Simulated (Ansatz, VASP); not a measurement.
Given: the input of a run of Ansatz 0.2.0 on Te.

The input input.yaml:

```yaml
crystal:
  lattice:
    - [-2.9577914636, 3.8759656627, 1.5351528885]
    - [2.9577914636, -3.8759656627, 1.5351528885]
    - [2.9577914636, 3.8759656627, -1.5351528885]
  atoms:
    - { symbol: Te, position: [0.00092902, 0.75092902, 0.25] }
    - { symbol: Te, position: [0.99907098, 0.24907098, 0.75] }
hamiltonian:
  xc: pbe
  pseudopotentials: { kind: paw }
  dispersion: d3bj
kpoints:
  mp_grid: { grid: [10, 10, 10] }
scf:
  occupations: { method: fermi_dirac, width: 0.05 }
output:
  forces: true
  stress: true
  eigenvalues: true
relax:
  f_tol: 0.01
  max_steps: 40
  cell: { stress_tol: 0.05 }
```

Potentials or basis: Ansatz PAW.

Command:

```console
$ ansatz run input.yaml --threads 2 --pin off --max-ram 5632MiB --backend cpu --events-out ev --progress --plain --runs-dir out
```

Problem. Translate it to VASP 6.6.1. Potentials there: VASP PAW PBE potentials, release 64 (Te).

Solution. As run (the cutoff follows the program's own potentials):

The input INCAR:

```
SYSTEM = Te
PREC = Accurate
ENCUT = 600
EDIFF = 1E-6
ISMEAR = -1
SIGMA = 0.05
LREAL = .False.
LASPH = .True.
NELM = 80
ALGO = Normal
ISIF = 3
LWAVE = .False.
LCHARG = .False.
GGA = PE
IVDW = 12
IBRION = 2
NSW = 60
EDIFFG = -0.01
```

KPOINTS

```
Automatic mesh
0
Gamma
  10 10 10
  0 0 0
```

POSCAR

```
Te
1.0
   -2.9577914636      3.8759656627      1.5351528885
    2.9577914636     -3.8759656627      1.5351528885
    2.9577914636      3.8759656627     -1.5351528885
Te
2
Direct
    0.0009290200      0.7509290200      0.2500000000
    0.9990709800      0.2490709800      0.7500000000
```

Potentials or basis: VASP PAW PBE potentials, release 64 (Te).

Run with:

```bash
$ cat potpaw_PBE.64/Te/POTCAR > POTCAR
$ mpirun -np 1 vasp_std > vasp.out
```

Both were run:

|  | VASP | Ansatz | Ansatz less VASP |
| --- | --- | --- | --- |
| gap on the k mesh at the Fermi level, each at its own relaxed structure (eV) | none | none | - |
| relaxed volume (Å³/atom) | 30.24 | 30.27 | +0.028 |
| relaxed cell length with the largest relative difference (Å) | 4.679 | 4.680 | +0.0010 |

A gap of «none» marks a metal or a gap that the smearing closes. VASP's potentials hold 12 valence electrons a cell and Ansatz's 32, so a difference there can come from the potentials and not from the codes.

Spin-orbit coupling is off throughout. Noted on Ansatz's run: the plane-wave basis is chosen anew once the cell has moved, so the energies of steps on either side of that aren't comparable.
